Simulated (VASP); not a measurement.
# Pt (Pm-3m) in VASP: a series of runs

The runs below take Pt through single point, relaxation of cell and atoms, with PBEsol.

Everything below comes from runs of VASP 6.6.1. Logs are shortened: lines on timing, memory, paths and dates and some standing lists are left out, and cuts for length are marked.

### 1 The cell of the first run

Symmetry: Pm-3m, No. 221, cubic system. Conventional cell: a = 2.589 Å, b = 2.589 Å, c = 2.589 Å, α = 90.00°, β = 90.00°, γ = 90.00°. Within 3.4 Å of Pt (site symmetry m-3m) lie 6 Pt at 2.59 Å.

This isn't the form of Pt at room conditions, which is fcc.

### 2 Single point, PBEsol

Contents of INCAR:

```
SYSTEM = Pt
PREC = Accurate
ENCUT = 500
EDIFF = 1E-6
ISMEAR = 0
SIGMA = 0.1
LREAL = .False.
LASPH = .True.
NELM = 120
ALGO = Normal
ISIF = 2
LWAVE = .False.
LCHARG = .True.
GGA = PS
LELF = .True.
LVHAR = .True.
NBANDS = 11
GGA_COMPAT = .False.
```

Contents of KPOINTS:

```
Automatic mesh
0
Gamma
  6 6 6
  0 0 0
```

Contents of POSCAR:

```
Pt
1.0
    2.5886225950      0.0000000000      0.0000000000
    0.0000000000      2.5886225950      0.0000000000
    0.0000000000      0.0000000000      2.5886225950
Pt
1
Direct
    0.0000000000      0.0000000000      0.0000000000
```

Potentials or basis: VASP PAW PBE potentials, release 64 (Pt).

Command:

```bash
$ cat potpaw_PBE.64/Pt/POTCAR > POTCAR
$ mpirun -np 1 vasp_std > vasp.out
```

OUTCAR:

```text
SYSTEM = Pt
   PREC = Accurate
   ENCUT = 500
   EDIFF = 1E-6
   ISMEAR = 0
   LREAL = .False.
   LASPH = .True.
   NELM = 120
   ISIF = 2
   GGA = PS

 ion  position               nearest neighbor table
   1  0.000  0.000  0.000-

  LATTYP: Found a simple cubic cell.
 ALAT       =     2.5886225950

  Lattice vectors:

 A1 = (   2.5886225950,   0.0000000000,   0.0000000000)
 A2 = (   0.0000000000,   2.5886225950,   0.0000000000)
 A3 = (   0.0000000000,   0.0000000000,   2.5886225950)

Analysis of symmetry for initial positions (statically):
=====================================================================
 Subroutine PRICEL returns:
 Original cell was already a primitive cell.

 Routine SETGRP: Setting up the symmetry group for a
 simple cubic supercell.

 Subroutine GETGRP returns: Found 48 space group operations
 (whereof 48 operations were pure point group operations)
 out of a pool of 48 trial point group operations.

The static configuration has the point symmetry O_h .

Analysis of symmetry for dynamics (positions and initial velocities):
=====================================================================
 Subroutine PRICEL returns:
 Original cell was already a primitive cell.

 Routine SETGRP: Setting up the symmetry group for a
 simple cubic supercell.

 Subroutine GETGRP returns: Found 48 space group operations
 (whereof 48 operations were pure point group operations)
 out of a pool of 48 trial point group operations.

The dynamic configuration has the point symmetry O_h .

 Subroutine INISYM returns: Found 48 space group operations
 (whereof 48 operations are pure point group operations),
 and found     1 'primitive' translations

----------------------------------------------------------------------------------------

                                     Primitive cell

  volume of cell :      17.3463

  direct lattice vectors                    reciprocal lattice vectors
     2.588622595  0.000000000  0.000000000     0.386305830  0.000000000  0.000000000
     0.000000000  2.588622595  0.000000000     0.000000000  0.386305830  0.000000000
     0.000000000  0.000000000  2.588622595     0.000000000  0.000000000  0.386305830

  length of vectors
     2.588622595  2.588622595  2.588622595     0.386305830  0.386305830  0.386305830

  position of ions in fractional coordinates (direct lattice)
     0.000000000  0.000000000  0.000000000

  ion indices of the primitive-cell ions
   primitive index   ion index
                 1           1

----------------------------------------------------------------------------------------

 KPOINTS: Automatic mesh

Automatic generation of k-mesh.
 Grid dimensions read from file:
 generate k-points for:    6    6    6

 Generating k-lattice:

  Cartesian coordinates                     Fractional coordinates (reciprocal lattice)
     0.064384305  0.000000000  0.000000000     0.166666667  0.000000000  0.000000000
     0.000000000  0.064384305  0.000000000     0.000000000  0.166666667  0.000000000
     0.000000000  0.000000000  0.064384305     0.000000000  0.000000000  0.166666667

  Length of vectors
     0.064384305  0.064384305  0.064384305

  Shift w.r.t. Gamma in fractional coordinates (k-lattice)
     0.000000000  0.000000000  0.000000000

 Subroutine IBZKPT returns following result:
 ===========================================

 Found     20 irreducible k-points:

 Following reciprocal coordinates:
            Coordinates               Weight
  0.000000  0.000000  0.000000      1.000000
  0.166667  0.000000  0.000000      6.000000
  0.333333  0.000000  0.000000      6.000000
  0.500000  0.000000  0.000000      3.000000
  0.166667  0.166667  0.000000     12.000000
  0.333333  0.166667  0.000000     24.000000
[... 12 lines left out ...]
  0.500000  0.500000  0.333333      6.000000
  0.500000  0.500000  0.500000      1.000000
   k-points           NKPTS =     20   k-points in BZ     NKDIM =     20   number of bands    NBANDS=     11
   number of dos      NEDOS =    301   number of ions     NIONS =      1
   total plane-waves  NPLWV =   8000
   dimension x,y,z NGX =    20 NGY =   20 NGZ =   20
   dimension x,y,z NGXF=    40 NGYF=   40 NGZF=   40
   ions per type =               1
   NGX,Y,Z   is equivalent  to a cutoff of  12.84, 12.84, 12.84 a.u.
   NGXF,Y,Z  is equivalent  to a cutoff of  25.69, 25.69, 25.69 a.u.
 SYSTEM =  Pt
   PREC   = accura    normal or accurate (medium, high low for compatibility)
   ISTART =      0    job   : 0-new  1-cont  2-samecut
   ICHARG =      2    charge: 1-file 2-atom 10-const
   ISPIN  =      1    spin polarized calculation?
   LNONCOLLINEAR =      F non collinear calculations
   LSORBIT =      F    spin-orbit coupling
   LASPH  =      T    aspherical Exc in radial PAW
   ENCUT  =  500.0 eV  36.75 Ry    6.06 a.u.   4.72  4.72  4.72*2*pi/ulx,y,z
   NELM   =    120;   NELMIN=  2; NELMDL= -5     # of ELM steps
   EDIFF  = 0.1E-05   stopping-criterion for ELM
   LREAL  =      F    real-space projection
   EDIFFG = 0.1E-04   stopping-criterion for IOM
   NSW    =      0    number of steps for IOM
   IBRION =     -1    ionic relax: 0-MD 1-quasi-New 2-CG
   NFREE  =      0    steps in history (QN), initial steepest desc. (CG)
   ISIF   =      2    stress and relaxation
   ISYM   =      2    0-nonsym 1-usesym 2-fastsym
   POTIM  = 0.5000    time-step for ionic-motion
   TEBEG  =    0.0;   TEEND  =   0.0 temperature during run
   PSTRESS=    0.0 pullay stress
   NELECT =      10.0000    total number of electrons
   NUPDOWN=      -1.0000    fix difference up-down
   EMIN   =  10.00;   EMAX   =-10.00  energy-range for DOS
   EFERMI =   0.00;   METHOD = LEGACY
   ISMEAR =     0;   SIGMA  =   0.10  broadening in eV -4-tet -1-fermi 0-gaus
   EFERMI_NEDOS =   21; number of points for ismear=-14 and -15
   IALGO  =     38    algorithm
   IMIX   =      4    mixing-type and parameters
     AMIX     =   0.40;   BMIX     =  1.00
     AMIX_MAG =   1.60;   BMIX_MAG =  1.00
  volume/ion in A,a.u.               =      17.35       117.06
  Fermi-wavevector in a.u.,A,eV,Ry     =   1.362509  2.574769 25.258280  1.856431
  Thomas-Fermi vector in A             =   2.488993
   LORBIT       =      0    0 simple, 1 ext, 2 COOP (PROOUT), +10 PAW based schemes
   GGA     = PS    functional components
   LHFCALC =     F    Hartree Fock is set to
   AEXX    =    0.0000 exact exchange contribution
   IVDW    =     0    specifies the selected vdW correction
   LEPSILON=     F    determine dielectric tensor
   LRPA    =     F    only Hartree local field effects (RPA)
 non-spin polarized calculation
 Gauss-broadening in eV      SIGMA  =   0.10
  energy-cutoff  :      500.00
  volume of cell :       17.35
 maximum number of plane-waves:       466
 NGX is ok and might be reduce to    20
   NGX =  9   NGY =  9   NGZ =  9

 number of electron      10.0000000 magnetization

 number of electron       9.9999999 magnetization

 Free energy of the ion-electron system (eV)
  ---------------------------------------------------
  ext. energy  EPLUGINS =         0.00000000
  ---------------------------------------------------
  free energy    TOTEN  =        -6.30620427 eV

  energy without entropy =       -6.29654545  energy(sigma->0) =       -6.30137486

 E-fermi :   8.3617     XC(G=0): -12.6863

 val. band max:        8.2705417809   @ k =   0.3333   0.3333   0.0000
 cond. band min:       8.3668855213   @ k =   0.5000   0.5000   0.3333
 fundamental gap:      0.0963437404
 Fermi energy:         8.3616591564

 k-point     1 :       0.0000    0.0000    0.0000
  band No.  band energies     occupation
      1      -0.1624      2.00000
      2       2.6526      2.00000
      3       2.6526      2.00000
      4       8.9129      0.00000
      5       8.9129      0.00000
      6       8.9129      0.00000
      7      24.0090      0.00000
      8      24.0090      0.00000
      9      24.0090      0.00000
     10      29.8738      0.00000
     11      32.6576      0.00000

 k-point     2 :       0.1667    0.0000    0.0000
  band No.  band energies     occupation
      1       0.5746      2.00000
      2       2.7971      2.00000
      3       3.4194      2.00000
      4       8.2464      1.89680
      5       8.2464      1.89680
      6       8.9678      0.00000
      7      20.2752      0.00000
      8      25.3571      0.00000
      9      25.3571      0.00000
     10      29.4531      0.00000
     11      31.1175      0.00000

 k-point     3 :       0.3333    0.0000    0.0000
  band No.  band energies     occupation
      1       1.9029      2.00000
      2       3.1016      2.00000
      3       5.8209      2.00000
      4       7.1215      2.00000
      5       7.1215      2.00000
      6       9.0794      0.00000
      7      15.7098      0.00000
      8      26.3028      0.00000
      9      28.1973      0.00000
     10      28.1973      0.00000
     11      30.0439      0.00000

 k-point     4 :       0.5000    0.0000    0.0000
  band No.  band energies     occupation
      1       2.5322      2.00000
      2       3.2625      2.00000
      3       6.6320      2.00000
      4       6.6320      2.00000
      5       7.9313      2.00000
      6       9.1360      0.00000
      7      13.2762      0.00000
      8      25.1445      0.00000
      9      28.3502      0.00000
     10      30.0019      0.00000
     11      30.0019      0.00000

 k-point     5 :       0.1667    0.1667    0.0000
  band No.  band energies     occupation
      1       1.3164      2.00000
      2       3.2931      2.00000
      3       3.8073      2.00000
      4       7.5261      2.00000
      5       8.2373      1.92148
      6       8.4028      0.56050
      7      21.2180      0.00000
      8      21.5821      0.00000
      9      26.7525      0.00000
     10      29.2395      0.00000
     11      34.0222      0.00000
[... 155 lines left out ...]
 k-point    17 :       0.3333    0.3333    0.3333
  band No.  band energies     occupation
      1       3.8109      2.00000
      2       4.7283      2.00000
      3       4.7283      2.00000
      4       7.7188      2.00000
      5       7.7188      2.00000
      6      11.0627      0.00000
      7      20.8823      0.00000
      8      21.3977      0.00000
      9      21.3977      0.00000
     10      27.8410      0.00000
     11      29.5607      0.00000

 k-point    18 :       0.5000    0.3333    0.3333
  band No.  band energies     occupation
      1       3.5654      2.00000
      2       4.1559      2.00000
      3       4.6896      2.00000
      4       7.8011      2.00000
      5       8.9350      0.00000
      6      15.0970      0.00000
      7      16.0951      0.00000
      8      20.8442      0.00000
      9      23.2990      0.00000
     10      26.7896      0.00000
     11      27.6855      0.00000

 k-point    19 :       0.5000    0.5000    0.3333
  band No.  band energies     occupation
      1       3.2031      2.00000
      2       4.1364      2.00000
      3       4.1364      2.00000
      4       8.3669      0.94108
      5      10.7669      0.00000
      6      17.4993      0.00000
      7      17.4993      0.00000
      8      18.8186      0.00000
      9      19.4046      0.00000
     10      28.5010      0.00000
     11      29.1010      0.00000

 k-point    20 :       0.5000    0.5000    0.5000
  band No.  band energies     occupation
      1       3.4953      2.00000
      2       3.4953      2.00000
      3       3.4953      2.00000
      4      10.8056      0.00000
      5      10.8056      0.00000
      6      18.4450      0.00000
      7      18.8547      0.00000
      8      18.8547      0.00000
      9      18.8547      0.00000
     10      25.9359      0.00000
     11      28.2221      0.00000

------------------------ aborting loop because EDIFF is reached ----------------------------------------

  FORCE on cell =-STRESS in cart. coord.  units (eV):
  Direction    XX          YY          ZZ          XY          YZ          ZX
  --------------------------------------------------------------------------------------
  -------------------------------------------------------------------------------------
  Total       -0.0410885     -0.0410885     -0.0410885      0.0000000      0.0000000     -0.0000000
  in kB       -3.7951131     -3.7951131     -3.7951131      0.0000000      0.0000000     -0.0000000
  external PRESSURE =      -3.7951131 kB  Pullay stress =       0.0000000 kB

 VOLUME and BASIS-vectors are now :
 -----------------------------------------------------------------------------
  energy-cutoff  :      500.00
  volume of cell :       17.35
      direct lattice vectors                 reciprocal lattice vectors
     2.588622595  0.000000000  0.000000000     0.386305830  0.000000000  0.000000000
     0.000000000  2.588622595  0.000000000     0.000000000  0.386305830  0.000000000
     0.000000000  0.000000000  2.588622595     0.000000000  0.000000000  0.386305830

 POSITION                                       TOTAL-FORCE (eV/Angst)
 -----------------------------------------------------------------------------------
      0.00000      0.00000      0.00000         0.000000      0.000000      0.000000
 -----------------------------------------------------------------------------------
    total drift:                               -0.000000      0.000000      0.000000

  FREE ENERGIE OF THE ION-ELECTRON SYSTEM (eV)
  ---------------------------------------------------
  free  energy   TOTEN  =        -6.3062042686 eV

  energy  without entropy=       -6.2965454501  energy(sigma->0) =       -6.30137486
```

Wall time 3.1 s (1 thread of Intel Xeon 6975P-C (Granite Rapids), shared host); peak memory 0.12 GiB.

Results:

```
Free energy            : -6.3062 eV
Pressure               : -0.4 GPa
Band gap on the k mesh : zero (bands 5 and 6 overlap by 3.18 eV)
```

Levels at points of the mesh, in eV from the Fermi level:
```
           k point  band 1  band 2  band 3  band 4  band 5  band 6  band 7  band 8  band 9  band 10
(0.00, 0.00, 0.00)   -8.52   -5.71   -5.71    0.55    0.55    0.55   15.65   15.65   15.65    21.51
(0.50, 0.00, 0.00)   -5.83   -5.10   -1.73   -1.73   -0.43    0.77    4.91   16.78   19.99    21.64
(0.50, 0.50, 0.00)   -5.92   -4.60   -1.31   -1.31    2.29    4.73    4.73   10.20   13.85    21.87
(0.50, 0.50, 0.50)   -4.87   -4.87   -4.87    2.44    2.44   10.08   10.49   10.49   10.49    17.57
```

Caveat: the k points lie up to 0.40 Å⁻¹ apart, too coarse for converged energies and pressures of a metal; the PAW data sets were made with another functional, which shifts forces and pressure a little; spin-orbit coupling is left out, which moves the levels of the heavy elements.

### 3 Single point, PBEsol

This run uses another cell than the first one, of 16.56 Å³/atom.

Contents of INCAR:

```
PREC     = Accurate       # precision mode
ENCUT    = 500            # plane-wave cutoff, eV
EDIFF    = 1E-6           # SCF threshold, eV
ISMEAR   = 0              # smearing method
SIGMA    = 0.1            # smearing width, eV
LREAL    = F              # projectors in reciprocal space
LASPH    = T              # aspherical terms in the spheres
NELM     = 120            # most SCF steps
ALGO     = Normal         # electronic algorithm
ISIF     = 2              # what is computed and relaxed
LWAVE    = F              # write WAVECAR
LCHARG   = T              # write CHGCAR
GGA      = PS             # functional
LELF     = T              # ELF
LVHAR    = T            
NBANDS   = 11             # bands
GGA_COMPAT= F
```

Contents of KPOINTS:

```
Automatic mesh
0
Gamma
  8 8 8
```

Contents of POSCAR:

```
Pt
1.0
    2.5488412403      0.0000000000      0.0000000000
    0.0000000000      2.5488412403      0.0000000000
    0.0000000000      0.0000000000      2.5488412403
Pt
1
Direct
    0.0000000000      0.0000000000      0.0000000000
```

Potentials or basis: VASP PAW PBE potentials, release 64 (Pt).

Command:

```bash
$ cat potpaw_PBE.64/Pt/POTCAR > POTCAR
$ mpirun -np 1 vasp_std > vasp.out
```

Wall time 3.5 s (1 thread of Intel Xeon 6975P-C (Granite Rapids), shared host); peak memory 0.12 GiB.

It converged, with:

```yaml
Free_energy: -6.3269 eV
Pressure: 11.2 GPa
Band_gap_on_the_k_mesh: zero (bands 5 and 6 overlap by 3.46 eV)
```

Levels at points of the mesh, in eV from the Fermi level:
| k point | band 1 | band 2 | band 3 | band 4 | band 5 | band 6 | band 7 | band 8 | band 9 | band 10 |
| --- | --- | --- | --- | --- | --- | --- | --- | --- | --- | --- |
| (0.00, 0.00, 0.00) | -9.33 | -6.47 | -6.47 | 0.34 | 0.34 | 0.34 | 15.56 | 15.56 | 15.56 | 21.67 |
| (0.50, 0.00, 0.00) | -6.54 | -5.82 | -2.16 | -2.16 | -1.00 | 0.58 | 4.91 | 16.41 | 19.86 | 21.76 |
| (0.50, 0.50, 0.00) | -6.70 | -5.26 | -1.69 | -1.69 | 2.16 | 4.39 | 4.39 | 10.49 | 13.86 | 21.72 |
| (0.50, 0.50, 0.50) | -5.56 | -5.56 | -5.56 | 2.33 | 2.33 | 9.55 | 10.46 | 10.46 | 10.46 | 18.33 |

Caveat: the cell stands under pressure; the PAW data sets were made with another functional, which shifts forces and pressure a little; spin-orbit coupling is left out, which moves the levels of the heavy elements.

### 4 Relaxation of cell and atoms, PBEsol

This run uses another cell than the first one, of 16.56 Å³/atom.

Contents of INCAR:

```
PREC     = Accurate       # precision mode
ENCUT    = 500            # plane-wave cutoff, eV
EDIFF    = 1E-7           # SCF threshold, eV
ISMEAR   = 0              # smearing method
SIGMA    = 0.1            # smearing width, eV
LREAL    = False          # projectors in reciprocal space
LASPH    = True           # aspherical terms in the spheres
NELM     = 120            # most SCF steps
ALGO     = Normal         # electronic algorithm
ISIF     = 3              # what is computed and relaxed
LWAVE    = False          # write WAVECAR
LCHARG   = False          # write CHGCAR
GGA      = PS             # functional
IBRION   = 2              # ionic algorithm
NSW      = 90             # ionic steps
EDIFFG   = -0.04          # ionic threshold
GGA_COMPAT= False        
NELMIN   = 4
```

Contents of KPOINTS:

```
regular mesh
0
Gamma
  6 6 6
```

POSCAR is that of step 3.

Command:

```bash
$ cat potpaw_PBE.64/Pt/POTCAR > POTCAR
$ mpirun -np 1 vasp_std > vasp.out
```

Wall time 8.2 s (1 thread of Intel Xeon 6975P-C (Granite Rapids), shared host); peak memory 0.13 GiB.

Results (log left out):

```yaml
Free_energy: -6.3058 eV
Relaxed_volume: 17.32 Å³/atom
Relaxed_cell: a = 2.587 Å, b = 2.587 Å, c = 2.587 Å, α = 90.00°, β = 90.00°, γ = 90.00°
Space_group_after_relaxing_to_0.1_Å: Pm-3m (No. 221)
Energy_gained_by_relaxing: 25.0 meV/atom
Ionic_steps: 4
Pressure_after_relaxing: 0.0 GPa
Band_gap_on_the_k_mesh: zero (bands 5 and 6 overlap by 3.19 eV)
```

The path:
```csv
step,energy change (eV),largest force (eV/Å),pressure (GPa),volume (Å³)
1,0.0000,0.0000,11.11,16.56
2,0.1151,0.0000,-18.02,19.47
3,-0.0249,0.0000,-0.38,17.34
4,-0.0250,0.0000,-0.02,17.32
```

Final structure:
```
Pt
1.0
     2.58719    0.00000    0.00000
     0.00000    2.58719    0.00000
     0.00000    0.00000    2.58719
Pt
1
Cartesian
  0.0000 0.0000 0.0000
```

Levels at points of the mesh, in eV from the Fermi level:
```tsv
k point	band 1	band 2	band 3	band 4	band 5	band 6	band 7	band 8	band 9
(0.00, 0.00, 0.00)	-8.54	-5.72	-5.72	0.55	0.55	0.55	15.66	15.66	15.66
(0.50, 0.00, 0.00)	-5.84	-5.11	-1.73	-1.73	-0.44	0.78	4.93	16.78	20.00
(0.50, 0.50, 0.00)	-5.93	-4.61	-1.31	-1.31	2.30	4.73	4.73	10.22	13.86
(0.50, 0.50, 0.50)	-4.88	-4.88	-4.88	2.45	2.45	10.08	10.50	10.50	10.50
```

Caveat: the k points lie up to 0.40 Å⁻¹ apart in the final cell, too coarse for converged energies and pressures of a metal; the PAW data sets were made with another functional, which shifts forces and pressure a little; spin-orbit coupling is left out, which moves the levels of the heavy elements.

### 5 Summary

```tsv
task	cell	k mesh	gap on the mesh (eV)	pressure (GPa)
single point	a = 2.589 Å, 1 atom	6 × 6 × 6	none	-0.4
single point	a = 2.549 Å, 1 atom	8 × 8 × 8	none	11.2
relaxation of cell and atoms	relaxed from a = 2.549 Å, 1 atom	6 × 6 × 6	none	0.0
```

Alike in all rows: level PBEsol; potentials or basis VASP PAW PBE potentials, release 64 (Pt); no spin polarisation; cutoff (eV) 500; smearing gaussian 0.1 eV.

Caveats: some runs use coarse meshes; the PAW data sets were made with another functional, which shifts forces and pressure a little; spin-orbit coupling is left out, which moves the levels of the heavy elements; the cell stands under pressure (at least some runs).

Absolute energies hang on the potentials; compare differences alone.
